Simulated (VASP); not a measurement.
# Li16H (a cell with a defect) in VASP: single point with PBEsol

Aim: the single point of Li16H (a cell with a defect) with PBEsol.

All numbers are computed with VASP 6.6.1; they aren't measurements. Logs are shortened: lines on timing, memory, paths and dates and some standing lists are left out, and cuts for length are marked.

### 1 The cell of the first run

The cell holds a defect, 17 atoms: a = 6.980 Å, b = 6.980 Å, c = 6.980 Å, α = 90.00°, β = 90.00°, γ = 90.00°.

### 2 Single point, PBEsol

File INCAR:

```
SYSTEM = Li16H
  ALGO = Normal
  EDIFF = 1E-7
  ENCUT = 520
  GGA = PS
  ISIF = 2
  ISMEAR = 0
  LASPH = .True.
  LCHARG = .True.
  LELF = .True.
  LREAL = Auto
  LVHAR = .True.
  LWAVE = .False.
  NBANDS = 38
  NELM = 100
  PREC = Accurate
  SIGMA = 0.15
```

File KPOINTS:

```
k-points
0
Gamma
  3 3 3
  0 0 0
```

File POSCAR:

```
Li16H
1.0
    6.9800000000      0.0000000000      0.0000000000
    0.0000000000      6.9800000000      0.0000000000
    0.0000000000      0.0000000000      6.9800000000
Li H
16 1
Direct
   -0.0229252149     -0.0000170487     -0.0346382521
    0.5092449857     -0.0001234957     -0.0057891117
    0.0264272206      0.4999671920      0.0047743553
   -0.0294121777      0.0004040115      0.5206363897
    0.2482885387      0.2251451289      0.2577104585
    0.4842591691      0.5000247851      0.0079951289
    0.5429590258      0.0005577364      0.5216637536
    0.7567246418      0.2616464183      0.2396714900
    0.0108124642      0.5002567335      0.4926719198
    0.2481879656      0.7751542980      0.2578934097
    0.2568306590      0.2499351003      0.7410988539
    0.4934138968      0.5003687679      0.4826583095
    0.7567948424      0.7382230659      0.2400220630
    0.7507116046      0.2725242120      0.7495590258
    0.2568426934      0.7499184814      0.7412143266
    0.7508822350      0.7264339542      0.7504163324
    0.7711716332     -0.0014921203      0.7184563037
```

Potentials or basis: VASP PAW PBE potentials, release 64 (Li_sv, H).

Launch:

```
$ cat potpaw_PBE.64/Li_sv/POTCAR potpaw_PBE.64/H/POTCAR > POTCAR
$ mpirun -np 1 vasp_std > vasp.out
```

OUTCAR:

```text
SYSTEM = Li16H
   EDIFF = 1E-7
   ENCUT = 520
   GGA = PS
   ISIF = 2
   ISMEAR = 0
   LASPH = .True.
   LREAL = Auto
   NELM = 100
   PREC = Accurate

 ion  position               nearest neighbor table
   1  0.977  1.000  0.965-
   2  0.509  1.000  0.994-
   3  0.026  0.500  0.005-
   4  0.971  0.000  0.521-
   5  0.248  0.225  0.258-
   6  0.484  0.500  0.008-
[... 9 lines left out ...]
  16  0.751  0.726  0.750-
  17  0.771  0.999  0.718-

  LATTYP: Found a simple cubic cell.
 ALAT       =     6.9800000000

  Lattice vectors:

 A1 = (   6.9800000000,   0.0000000000,   0.0000000000)
 A2 = (   0.0000000000,   6.9800000000,   0.0000000000)
 A3 = (   0.0000000000,   0.0000000000,   6.9800000000)

Analysis of symmetry for initial positions (statically):
=====================================================================
 Subroutine PRICEL returns:
 Original cell was already a primitive cell.

 Routine SETGRP: Setting up the symmetry group for a
 simple cubic supercell.

 Subroutine GETGRP returns: Found  1 space group operations
 (whereof  1 operations were pure point group operations)
 out of a pool of 48 trial point group operations.

The static configuration has the point symmetry C_1 .

Analysis of symmetry for dynamics (positions and initial velocities):
=====================================================================
 Subroutine PRICEL returns:
 Original cell was already a primitive cell.

 Routine SETGRP: Setting up the symmetry group for a
 simple cubic supercell.

 Subroutine GETGRP returns: Found  1 space group operations
 (whereof  1 operations were pure point group operations)
 out of a pool of 48 trial point group operations.

The dynamic configuration has the point symmetry C_1 .

 Subroutine INISYM returns: Found  1 space group operations
 (whereof  1 operations are pure point group operations),
 and found     1 'primitive' translations

----------------------------------------------------------------------------------------

                                     Primitive cell

  volume of cell :     340.0684

  direct lattice vectors                    reciprocal lattice vectors
     6.980000000  0.000000000  0.000000000     0.143266476  0.000000000  0.000000000
     0.000000000  6.980000000  0.000000000     0.000000000  0.143266476  0.000000000
     0.000000000  0.000000000  6.980000000     0.000000000  0.000000000  0.143266476

  length of vectors
     6.980000000  6.980000000  6.980000000     0.143266476  0.143266476  0.143266476

  position of ions in fractional coordinates (direct lattice)
     0.977074785  0.999982951  0.965361748
     0.509244986  0.999876504  0.994210888
     0.026427221  0.499967192  0.004774355
     0.970587822  0.000404012  0.520636390
     0.248288539  0.225145129  0.257710459
     0.484259169  0.500024785  0.007995129
[... 9 lines left out ...]
     0.750882235  0.726433954  0.750416332
     0.771171633  0.998507880  0.718456304

  ion indices of the primitive-cell ions
   primitive index   ion index
                 1           1
                 2           2
                 3           3
                 4           4
                 5           5
                 6           6
[... 9 lines left out ...]
                16          16
                17          17

----------------------------------------------------------------------------------------

 KPOINTS: k-points

Automatic generation of k-mesh.
 Grid dimensions read from file:
 generate k-points for:    3    3    3

 Generating k-lattice:

  Cartesian coordinates                     Fractional coordinates (reciprocal lattice)
     0.047755492  0.000000000  0.000000000     0.333333333  0.000000000  0.000000000
     0.000000000  0.047755492  0.000000000     0.000000000  0.333333333  0.000000000
     0.000000000  0.000000000  0.047755492     0.000000000  0.000000000  0.333333333

  Length of vectors
     0.047755492  0.047755492  0.047755492

  Shift w.r.t. Gamma in fractional coordinates (k-lattice)
     0.000000000  0.000000000  0.000000000

 Subroutine IBZKPT returns following result:
 ===========================================

 Found     14 irreducible k-points:

 Following reciprocal coordinates:
            Coordinates               Weight
  0.000000  0.000000  0.000000      1.000000
  0.333333  0.000000  0.000000      2.000000
  0.000000  0.333333  0.000000      2.000000
  0.000000  0.000000  0.333333      2.000000
  0.333333  0.333333  0.000000      2.000000
  0.000000  0.333333  0.333333      2.000000
  0.333333  0.000000  0.333333      2.000000
 -0.333333  0.333333  0.000000      2.000000
 -0.333333  0.000000  0.333333      2.000000
  0.000000 -0.333333  0.333333      2.000000
  0.333333  0.333333  0.333333      2.000000
 -0.333333  0.333333  0.333333      2.000000
 -0.333333 -0.333333  0.333333      2.000000
  0.333333 -0.333333  0.333333      2.000000
   k-points           NKPTS =     14   k-points in BZ     NKDIM =     14   number of bands    NBANDS=     38
   number of dos      NEDOS =    301   number of ions     NIONS =     17
   total plane-waves  NPLWV = 157464
   dimension x,y,z NGX =    54 NGY =   54 NGZ =   54
   dimension x,y,z NGXF=   108 NGYF=  108 NGZF=  108
   ions per type =              16   1
   NGX,Y,Z   is equivalent  to a cutoff of  12.86, 12.86, 12.86 a.u.
   NGXF,Y,Z  is equivalent  to a cutoff of  25.72, 25.72, 25.72 a.u.
 SYSTEM =  Li16H
   PREC   = accura    normal or accurate (medium, high low for compatibility)
   ISTART =      0    job   : 0-new  1-cont  2-samecut
   ICHARG =      2    charge: 1-file 2-atom 10-const
   ISPIN  =      1    spin polarized calculation?
   LNONCOLLINEAR =      F non collinear calculations
   LSORBIT =      F    spin-orbit coupling
   LASPH  =      T    aspherical Exc in radial PAW
   ENCUT  =  520.0 eV  38.22 Ry    6.18 a.u.  12.98 12.98 12.98*2*pi/ulx,y,z
   NELM   =    100;   NELMIN=  2; NELMDL= -5     # of ELM steps
   EDIFF  = 0.1E-06   stopping-criterion for ELM
   LREAL  =      T    real-space projection
   EDIFFG = 0.1E-05   stopping-criterion for IOM
   NSW    =      0    number of steps for IOM
   IBRION =     -1    ionic relax: 0-MD 1-quasi-New 2-CG
   NFREE  =      0    steps in history (QN), initial steepest desc. (CG)
   ISIF   =      2    stress and relaxation
   ISYM   =      2    0-nonsym 1-usesym 2-fastsym
   POTIM  = 0.5000    time-step for ionic-motion
   TEBEG  =    0.0;   TEEND  =   0.0 temperature during run
   PSTRESS=    0.0 pullay stress
   NELECT =      49.0000    total number of electrons
   NUPDOWN=      -1.0000    fix difference up-down
   EMIN   =  10.00;   EMAX   =-10.00  energy-range for DOS
   EFERMI =   0.00;   METHOD = LEGACY
   ISMEAR =     0;   SIGMA  =   0.15  broadening in eV -4-tet -1-fermi 0-gaus
   EFERMI_NEDOS =   21; number of points for ismear=-14 and -15
   IALGO  =     38    algorithm
   IMIX   =      4    mixing-type and parameters
     AMIX     =   0.40;   BMIX     =  1.00
     AMIX_MAG =   1.60;   BMIX_MAG =  1.00
  volume/ion in A,a.u.               =      20.00       134.99
  Fermi-wavevector in a.u.,A,eV,Ry     =   0.858258  1.621873 10.022155  0.736608
  Thomas-Fermi vector in A             =   1.975436
   LORBIT       =      0    0 simple, 1 ext, 2 COOP (PROOUT), +10 PAW based schemes
   GGA     = PS    functional components
   LHFCALC =     F    Hartree Fock is set to
   AEXX    =    0.0000 exact exchange contribution
   IVDW    =     0    specifies the selected vdW correction
   LEPSILON=     F    determine dielectric tensor
   LRPA    =     F    only Hartree local field effects (RPA)
 non-spin polarized calculation
 Gauss-broadening in eV      SIGMA  =   0.15
  energy-cutoff  :      520.00
  volume of cell :      340.07
 maximum number of plane-waves:      9180
 NGX is ok and might be reduce to    54
   NGX = 25   NGY = 25   NGZ = 25

 number of electron      48.9999980 magnetization

 Free energy of the ion-electron system (eV)
  ---------------------------------------------------
  ext. energy  EPLUGINS =         0.00000000
  ---------------------------------------------------
  free energy    TOTEN  =       -35.21702103 eV

  energy without entropy =      -35.11074601  energy(sigma->0) =      -35.16388352

 E-fermi :   0.5289     XC(G=0):  -6.9517

 val. band max:        0.5201298256   @ k =  -0.3333   0.0000   0.3333
 cond. band min:       0.5341439181   @ k =   0.0000   0.3333   0.3333
 fundamental gap:      0.0140140925
 Fermi energy:         0.5288841015

 k-point     1 :       0.0000    0.0000    0.0000
  band No.  band energies     occupation
      1     -45.6556      2.00000
      2     -45.6310      2.00000
      3     -45.5561      2.00000
      4     -45.4559      2.00000
      5     -45.4519      2.00000
      6     -45.4504      2.00000
[... 28 lines left out ...]
     35       3.6688      0.00000
     36       3.7668      0.00000

 k-point     2 :       0.3333    0.0000    0.0000
  band No.  band energies     occupation
      1     -45.6556      2.00000
      2     -45.6311      2.00000
      3     -45.5561      2.00000
      4     -45.4558      2.00000
      5     -45.4521      2.00000
      6     -45.4504      2.00000
[... 28 lines left out ...]
     35       3.7482      0.00000
     36       3.7628      0.00000

 k-point     3 :       0.0000    0.3333    0.0000
  band No.  band energies     occupation
      1     -45.6556      2.00000
      2     -45.6310      2.00000
      3     -45.5561      2.00000
      4     -45.4554      2.00000
      5     -45.4520      2.00000
      6     -45.4514      2.00000
[... 28 lines left out ...]
     35       3.7552      0.00000
     36       3.7939      0.00000

 k-point     4 :       0.0000    0.0000    0.3333
  band No.  band energies     occupation
      1     -45.6556      2.00000
      2     -45.6310      2.00000
      3     -45.5561      2.00000
      4     -45.4557      2.00000
      5     -45.4521      2.00000
      6     -45.4504      2.00000
[... 28 lines left out ...]
     35       3.7243      0.00000
     36       3.7510      0.00000

 k-point     5 :       0.3333    0.3333    0.0000
  band No.  band energies     occupation
      1     -45.6556      2.00000
      2     -45.6311      2.00000
      3     -45.5561      2.00000
      4     -45.4554      2.00000
      5     -45.4521      2.00000
      6     -45.4512      2.00000
[... 265 lines left out ...]
 k-point    12 :      -0.3333    0.3333    0.3333
  band No.  band energies     occupation
      1     -45.6556      2.00000
      2     -45.6311      2.00000
      3     -45.5561      2.00000
      4     -45.4553      2.00000
      5     -45.4521      2.00000
      6     -45.4512      2.00000
[... 28 lines left out ...]
     35       3.5786      0.00000
     36       3.8624      0.00000

 k-point    13 :      -0.3333   -0.3333    0.3333
  band No.  band energies     occupation
      1     -45.6556      2.00000
      2     -45.6311      2.00000
      3     -45.5561      2.00000
      4     -45.4553      2.00000
      5     -45.4521      2.00000
      6     -45.4512      2.00000
[... 28 lines left out ...]
     35       3.5782      0.00000
     36       3.8622      0.00000

 k-point    14 :       0.3333   -0.3333    0.3333
  band No.  band energies     occupation
      1     -45.6556      2.00000
      2     -45.6311      2.00000
      3     -45.5561      2.00000
      4     -45.4553      2.00000
      5     -45.4521      2.00000
      6     -45.4511      2.00000
[... 28 lines left out ...]
     35       3.6227      0.00000
     36       3.8584      0.00000
 [bands above 36 left out]

------------------------ aborting loop because EDIFF is reached ----------------------------------------

  FORCE on cell =-STRESS in cart. coord.  units (eV):
  Direction    XX          YY          ZZ          XY          YZ          ZX
  --------------------------------------------------------------------------------------
  -------------------------------------------------------------------------------------
  Total       -2.2198017     -1.4846551     -2.5514328      0.0023831      0.0092629     -0.5234854
  in kB      -10.4582375     -6.9947130    -12.0206636      0.0112275      0.0436405     -2.4663169
  external PRESSURE =      -9.8245380 kB  Pullay stress =       0.0000000 kB

 VOLUME and BASIS-vectors are now :
 -----------------------------------------------------------------------------
  energy-cutoff  :      520.00
  volume of cell :      340.07
      direct lattice vectors                 reciprocal lattice vectors
     6.980000000  0.000000000  0.000000000     0.143266476  0.000000000  0.000000000
     0.000000000  6.980000000  0.000000000     0.000000000  0.143266476  0.000000000
     0.000000000  0.000000000  6.980000000     0.000000000  0.000000000  0.143266476

 POSITION                                       TOTAL-FORCE (eV/Angst)
 -----------------------------------------------------------------------------------
      6.81998      6.97988      6.73823         0.009636     -0.002213      0.002426
      3.55453      6.97914      6.93959         0.021923      0.000213     -0.033674
      0.18446      3.48977      0.03332        -0.005184     -0.001599      0.001217
      6.77470      0.00282      3.63404         0.015905     -0.007624      0.002866
      1.73305      1.57151      1.79882        -0.008854     -0.013373     -0.013958
      3.38013      3.49017      0.05581         0.001246     -0.001803      0.007077
[... 9 lines left out ...]
      5.24116      5.07051      5.23791        -0.001231     -0.010409     -0.002475
      5.38278      6.96959      5.01482        -0.018156      0.025321      0.045221
 -----------------------------------------------------------------------------------
    total drift:                                0.004447     -0.001667      0.005203

  FREE ENERGIE OF THE ION-ELECTRON SYSTEM (eV)
  ---------------------------------------------------
  free  energy   TOTEN  =       -35.2170210288 eV

  energy  without entropy=      -35.1107460116  energy(sigma->0) =      -35.16388352
```

It took 4.9 min on 1 thread of Oxide Virtual Turin-like, shared host; peak memory 0.38 GiB.

Results:

| Quantity | Value |
| --- | --- |
| Free energy | -35.2170 eV |
| Largest force | 0.055 eV/Å |
| Band gap on the k mesh | zero (an odd number of electrons rules out a gap without spin polarisation) |

Forces in eV/Å, atoms in the order of the input:
```
Li   0.010 -0.002  0.002
Li   0.022  0.000 -0.034
Li  -0.005 -0.002  0.001
Li   0.016 -0.008  0.003
Li  -0.009 -0.013 -0.014
Li   0.001 -0.002  0.007
Li  -0.009 -0.011  0.002
Li   0.000 -0.008  0.012
Li   0.007 -0.005 -0.015
Li  -0.008  0.012 -0.016
Li   0.002  0.009  0.003
Li  -0.009 -0.005 -0.010
Li   0.000  0.014  0.007
Li   0.000  0.008  0.006
Li   0.001 -0.004  0.002
Li  -0.001 -0.010 -0.002
H   -0.018  0.025  0.045
```

Caveat: the cutoff is under 1.25 times the usual one of these potentials, so pressure, stress and relaxed cells hold a basis-set (Pulay) error; the PAW data sets were made with another functional, which shifts forces and pressure a little.
